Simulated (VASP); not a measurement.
# Ag (I4/mmm) in VASP: further runs, part 2 of 2

VASP 6.6.1. Earlier steps stand in the parts before.

**3. Single point, PBEsol (strain +0.000 along x and y, -0.040 along z)**

The input, INCAR:

```
SYSTEM = Ag
PREC = Accurate
ENCUT = 520
EDIFF = 1E-7
ISMEAR = 0
SIGMA = 0.15
LREAL = .FALSE.
LASPH = .TRUE.
NELM = 100
ALGO = Normal
ISIF = 2
LWAVE = .FALSE.
LCHARG = .FALSE.
GGA = PS
NBANDS = 12
```

The input, KPOINTS:

```
regular mesh
0
G
  20 20 20
  0 0 0
```

The input, POSCAR:

```
Ag
1.0
    0.0000000000      2.0431000000      1.9613760000
    2.0431000000      0.0000000000      1.9613760000
    2.0431000000      2.0431000000      0.0000000000
Ag
1
Direct
    0.0000000000      0.0000000000      0.0000000000
```

Potentials or basis: VASP PAW PBE potentials, release 64 (Ag).

Run with:

```console
> cat potpaw_PBE.64/Ag/POTCAR > POTCAR
> mpirun -np 1 vasp_std > vasp.out
```

OUTCAR:

```text
SYSTEM = Ag
   PREC = Accurate
   ENCUT = 520
   EDIFF = 1E-7
   ISMEAR = 0
   LREAL = .FALSE.
   LASPH = .TRUE.
   NELM = 100
   ISIF = 2
   GGA = PS

 ion  position               nearest neighbor table
   1  0.000  0.000  0.000-

  LATTYP: Found a body centered tetragonal cell.
 ALAT       =     2.8893797293
 C/A-ratio  =     1.3576450199

  Lattice vectors:

 A1 = (   0.0000000000,  -2.0431000000,  -1.9613760000)
 A2 = (   0.0000000000,   2.0431000000,  -1.9613760000)
 A3 = (   2.0431000000,   0.0000000000,   1.9613760000)

Analysis of symmetry for initial positions (statically):
=====================================================================
 Subroutine PRICEL returns:
 Original cell was already a primitive cell.

 Routine SETGRP: Setting up the symmetry group for a
 body centered tetragonal supercell.

 Subroutine GETGRP returns: Found 16 space group operations
 (whereof 16 operations were pure point group operations)
 out of a pool of 16 trial point group operations.

The static configuration has the point symmetry D_4h.

Analysis of symmetry for dynamics (positions and initial velocities):
=====================================================================
 Subroutine PRICEL returns:
 Original cell was already a primitive cell.

 Routine SETGRP: Setting up the symmetry group for a
 body centered tetragonal supercell.

 Subroutine GETGRP returns: Found 16 space group operations
 (whereof 16 operations were pure point group operations)
 out of a pool of 16 trial point group operations.

The dynamic configuration has the point symmetry D_4h.

 Subroutine INISYM returns: Found 16 space group operations
 (whereof 16 operations are pure point group operations),
 and found     1 'primitive' translations

----------------------------------------------------------------------------------------

                                     Primitive cell
[... 114 lines left out ...]
   GGA     = PS    functional components
   LHFCALC =     F    Hartree Fock is set to
   AEXX    =    0.0000 exact exchange contribution
   IVDW    =     0    specifies the selected vdW correction
   LEPSILON=     F    determine dielectric tensor
   LRPA    =     F    only Hartree local field effects (RPA)
 non-spin polarized calculation
 Gauss-broadening in eV      SIGMA  =   0.15
  energy-cutoff  :      520.00
  volume of cell :       16.37
 maximum number of plane-waves:       455
 NGX is ok and might be reduce to    24
   NGX = 11   NGY = 11   NGZ = 11

 number of electron      11.0000003 magnetization

 Free energy of the ion-electron system (eV)
  ---------------------------------------------------
  ext. energy  EPLUGINS =         0.00000000
  ---------------------------------------------------
  free energy    TOTEN  =        -3.30867873 eV

  energy without entropy =       -3.30632514  energy(sigma->0) =       -3.30750194

 E-fermi :   8.8035     XC(G=0): -12.6549

 val. band max:        8.7771636519   @ k =   0.5000   0.1500   0.0500
 cond. band min:       8.8101587941   @ k =   0.5000  -0.0000   0.1000
 fundamental gap:      0.0329951422
 Fermi energy:         8.8034916349

 k-point     1 :       0.0000    0.0000    0.0000
  band No.  band energies     occupation
      1       0.6718      2.00000
      2       3.8011      2.00000
      3       3.8011      2.00000
      4       4.0654      2.00000
      5       4.8634      2.00000
      6       5.1423      2.00000
      7      24.8998      0.00000
      8      28.4800      0.00000
      9      28.4800      0.00000
     10      29.1127      0.00000
     11      33.6104      0.00000
     12      34.6750      0.00000
[... 331 lines left out ...]
 k-point    24 :      -0.3500    0.0500    0.0000
  band No.  band energies     occupation
      1       2.2986      2.00000
      2       3.8625      2.00000
      3       4.0658      2.00000
      4       5.2800      2.00000
      5       5.5075      2.00000
      6       6.3640      2.00000
      7      15.9157      0.00000
      8      24.5991      0.00000
      9      26.9858      0.00000
     10      27.9587      0.00000
     11      31.6011      0.00000
     12      32.2907      0.00000

 [... further k-points ...]

------------------------ aborting loop because EDIFF is reached ----------------------------------------

  FORCE on cell =-STRESS in cart. coord.  units (eV):
  Direction    XX          YY          ZZ          XY          YZ          ZX
  --------------------------------------------------------------------------------------
  -------------------------------------------------------------------------------------
  Total        0.1466605      0.1466605      0.3108388      0.0000000     -0.0000000     -0.0000000
  in kB       14.3500572     14.3500572     30.4141486      0.0000000     -0.0000000     -0.0000000
  external PRESSURE =      19.7047543 kB  Pullay stress =       0.0000000 kB

 VOLUME and BASIS-vectors are now :
 -----------------------------------------------------------------------------
  energy-cutoff  :      520.00
  volume of cell :       16.37
      direct lattice vectors                 reciprocal lattice vectors
     0.000000000  2.043100000  1.961376000    -0.244726151  0.244726151  0.254923074
     2.043100000  0.000000000  1.961376000     0.244726151 -0.244726151  0.254923074
     2.043100000  2.043100000  0.000000000     0.244726151  0.244726151 -0.254923074

 POSITION                                       TOTAL-FORCE (eV/Angst)
 -----------------------------------------------------------------------------------
      0.00000      0.00000      0.00000        -0.000000      0.000000      0.000000
 -----------------------------------------------------------------------------------
    total drift:                               -0.000000      0.000000     -0.000000

  FREE ENERGIE OF THE ION-ELECTRON SYSTEM (eV)
  ---------------------------------------------------
  free  energy   TOTEN  =        -3.3086787329 eV

  energy  without entropy=       -3.3063251449  energy(sigma->0) =       -3.30750194
```

OSZICAR:

```text
N       E                     dE             d eps       ncg     rms          rms(c)
DAV:   1     0.512567614249E+02    0.51257E+02   -0.55397E+03 15568   0.834E+02
DAV:   2    -0.285260777085E+01   -0.54109E+02   -0.51078E+02 17956   0.194E+02
DAV:   3    -0.367020884097E+01   -0.81760E+00   -0.81705E+00 18056   0.252E+01
DAV:   4    -0.367264193254E+01   -0.24331E-02   -0.24330E-02 17928   0.144E+00
DAV:   5    -0.367265993198E+01   -0.17999E-04   -0.17999E-04 18084   0.111E-01    0.617E+00
DAV:   6    -0.332482499967E+01    0.34783E+00   -0.13633E+00 16840   0.104E+01    0.365E+00
DAV:   7    -0.331310943493E+01    0.11716E-01   -0.13348E-02 17756   0.107E+00    0.204E+00
DAV:   8    -0.330866975057E+01    0.44397E-02   -0.78829E-04 17816   0.195E-01    0.111E-01
DAV:   9    -0.330867724332E+01   -0.74927E-05   -0.10302E-05 17876   0.238E-02    0.205E-02
DAV:  10    -0.330867902927E+01   -0.17860E-05   -0.24363E-06 18132   0.122E-02    0.513E-03
DAV:  11    -0.330867876855E+01    0.26072E-06   -0.86444E-08 12000   0.247E-03    0.583E-04
DAV:  12    -0.330867873287E+01    0.35680E-07   -0.65927E-09  9300   0.683E-04
   1 F= -.33086787E+01 E0= -.33075019E+01  d E =-.235359E-02
```

Wall time 33 s (1 thread of Intel Xeon 6975P-C (Granite Rapids), shared host); peak memory 0.24 GiB.

What came out:

* Free energy: -3.3087 eV
* Pressure: 2.0 GPa
* Band gap on the k mesh: zero (an odd number of electrons rules out a gap without spin polarisation)

Stress tensor (GPa, compression positive):
```
1.44 0.00 0.00
0.00 1.44 0.00
0.00 0.00 3.04
```

Levels at points of the mesh, in eV from the Fermi level:
```
           k point  band 4  band 5  band 6  band 7  band 8  band 9
(0.00, 0.00, 0.00)   -4.74   -3.94   -3.66   16.10   19.68   19.68
(0.50, 0.00, 0.00)   -3.00   -2.87   -0.57    3.83   15.23   17.76
(0.50, 0.50, 0.00)   -2.70   -2.70    2.01    7.74   10.32   10.32
(0.50, 0.00, 0.50)   -2.82   -2.63    1.27    6.70   11.03   11.12
```

Caveat: the cell differs from its parent crystal (strain +0.000 along x and y, -0.040 along z); the PAW data sets were made with another functional, which shifts forces and pressure a little.

**4. Single point, PBEsol (strain -0.040 along x and y, +0.040 along z)**

The input, INCAR:

```
PREC     = Accurate       # precision mode
ENCUT    = 520            # plane-wave cutoff, eV
EDIFF    = 1E-6           # SCF threshold, eV
ISMEAR   = 0              # smearing method
SIGMA    = 0.15           # smearing width, eV
LREAL    = False          # projectors in reciprocal space
LASPH    = True           # aspherical terms in the spheres
NELM     = 60             # most SCF steps
ALGO     = Normal         # electronic algorithm
ISIF     = 2              # what is computed and relaxed
LWAVE    = False          # write WAVECAR
LCHARG   = False          # write CHGCAR
GGA      = PS             # functional
NBANDS   = 12             # bands
```

The input, KPOINTS:

```
Automatic mesh
0
Gamma
  20 20 20
```

The input, POSCAR:

```
Ag
1.0
    0.0000000000      1.9613760000      2.1248240000
    1.9613760000      0.0000000000      2.1248240000
    1.9613760000      1.9613760000      0.0000000000
Ag
1
Direct
    0.0000000000      0.0000000000      0.0000000000
```

Potentials or basis: VASP PAW PBE potentials, release 64 (Ag).

Run with:

```console
> cat potpaw_PBE.64/Ag/POTCAR > POTCAR
> mpirun -np 1 vasp_std > vasp.out
```

OUTCAR:

```text
PREC = Accurate
   ENCUT = 520
   EDIFF = 1E-6
   ISMEAR = 0
   LREAL = False
   LASPH = True
   NELM = 60
   ISIF = 2
   GGA = PS

 ion  position               nearest neighbor table
   1  0.000  0.000  0.000-

  LATTYP: Found a body centered tetragonal cell.
 ALAT       =     2.7738045401
 C/A-ratio  =     1.5320646926

  Lattice vectors:

 A1 = (  -1.9613760000,   0.0000000000,   2.1248240000)
 A2 = (   1.9613760000,   0.0000000000,   2.1248240000)
[... 540 lines left out ...]
     12      32.9864      0.00000

 [... further k-points ...]

------------------------ aborting loop because EDIFF is reached ----------------------------------------

  FORCE on cell =-STRESS in cart. coord.  units (eV):
  Direction    XX          YY          ZZ          XY          YZ          ZX
  --------------------------------------------------------------------------------------
  -------------------------------------------------------------------------------------
  Total        0.4045861      0.4045861     -0.0739397      0.0000000      0.0000000     -0.0000000
  in kB       39.6503401     39.6503401     -7.2462568      0.0000000      0.0000000     -0.0000000
  external PRESSURE =      24.0181411 kB  Pullay stress =       0.0000000 kB

 VOLUME and BASIS-vectors are now :
 -----------------------------------------------------------------------------
  energy-cutoff  :      520.00
  volume of cell :       16.35
      direct lattice vectors                 reciprocal lattice vectors
     0.000000000  1.961376000  2.124824000    -0.254923074  0.254923074  0.235313607
     1.961376000  0.000000000  2.124824000     0.254923074 -0.254923074  0.235313607
     1.961376000  1.961376000  0.000000000     0.254923074  0.254923074 -0.235313607

 POSITION                                       TOTAL-FORCE (eV/Angst)
 -----------------------------------------------------------------------------------
      0.00000      0.00000      0.00000         0.000000     -0.000000      0.000000
 -----------------------------------------------------------------------------------
    total drift:                                0.000000      0.000000      0.000000

  FREE ENERGIE OF THE ION-ELECTRON SYSTEM (eV)
  ---------------------------------------------------
  free  energy   TOTEN  =        -3.2989008106 eV

  energy  without entropy=       -3.2963651833  energy(sigma->0) =       -3.29763300
```

OSZICAR:

```text
N       E                     dE             d eps       ncg     rms          rms(c)
DAV:   1     0.521114287524E+02    0.52111E+02   -0.55111E+03 15520   0.834E+02
DAV:   2    -0.282786415078E+01   -0.54939E+02   -0.52165E+02 18040   0.197E+02
DAV:   3    -0.366106211673E+01   -0.83320E+00   -0.83267E+00 18016   0.255E+01
DAV:   4    -0.366349690647E+01   -0.24348E-02   -0.24347E-02 17872   0.144E+00
DAV:   5    -0.366351471641E+01   -0.17810E-04   -0.17810E-04 18148   0.110E-01    0.620E+00
DAV:   6    -0.331524151034E+01    0.34827E+00   -0.13605E+00 16792   0.104E+01    0.367E+00
DAV:   7    -0.330336558472E+01    0.11876E-01   -0.13459E-02 17876   0.107E+00    0.205E+00
DAV:   8    -0.329889156699E+01    0.44740E-02   -0.79627E-04 17764   0.197E-01    0.111E-01
DAV:   9    -0.329889912116E+01   -0.75542E-05   -0.99709E-06 17788   0.236E-02    0.195E-02
DAV:  10    -0.329890106659E+01   -0.19454E-05   -0.24021E-06 17996   0.122E-02    0.518E-03
DAV:  11    -0.329890081056E+01    0.25603E-06   -0.85803E-08  9360   0.247E-03
   1 F= -.32989008E+01 E0= -.32976330E+01  d E =-.253563E-02
```

stdout:

```text
POSCAR found type information on POSCAR Ag
 POSCAR found :  1 types and       1 ions
 scaLAPACK will be used
 -----------------------------------------------------------------------------
|                                                                             |
|                                                                             |
|     You enforced a specific xc type in the INCAR file but a different       |
|     I HOPE YOU KNOW WHAT YOU ARE DOING!                                     |
|                                                                             |
 -----------------------------------------------------------------------------

 LDA part: xc-table for (Slater+PW92), standard interpolation
 POSCAR, INCAR and KPOINTS ok, starting setup
 FFT: planning ... GRIDC
 FFT: planning ... GRID_SOFT
 FFT: planning ... GRID
 WAVECAR not read
 entering main loop
```

Wall time 30 s (1 thread of Intel Xeon 6975P-C (Granite Rapids), shared host); peak memory 0.24 GiB.

What came out:

- Free energy: -3.2989 eV
- Pressure: 2.4 GPa
- Band gap on the k mesh: zero (an odd number of electrons rules out a gap without spin polarisation)

Caveat: the cell differs from its parent crystal (strain -0.040 along x and y, +0.040 along z); the PAW data sets were made with another functional, which shifts forces and pressure a little.

**5. Summary**

| cell | gap on the mesh (eV) | pressure (GPa) |
| --- | --- | --- |
| a = 2.832, b = 2.832, c = 2.774 Å, angles 60.7, 60.7, 58.6°, 1 atom | none | 8.1 |
| a = 2.832, b = 2.832, c = 2.889 Å, angles 59.3, 59.3, 61.3°, 1 atom | none | 2.0 |
| a = 2.892, b = 2.892, c = 2.774 Å, angles 61.3, 61.3, 57.3°, 1 atom | none | 2.4 |

Alike in all rows: task single point; level PBEsol; potentials or basis VASP PAW PBE potentials, release 64 (Ag); no spin polarisation; k mesh 20 × 20 × 20; cutoff (eV) 520; smearing gaussian 0.15 eV.

Caveats: the PAW data sets were made with another functional, which shifts forces and pressure a little; the cell stands under pressure (at least some runs).

Total energies depend on the potentials used, so only differences within one code and one set of settings carry meaning.
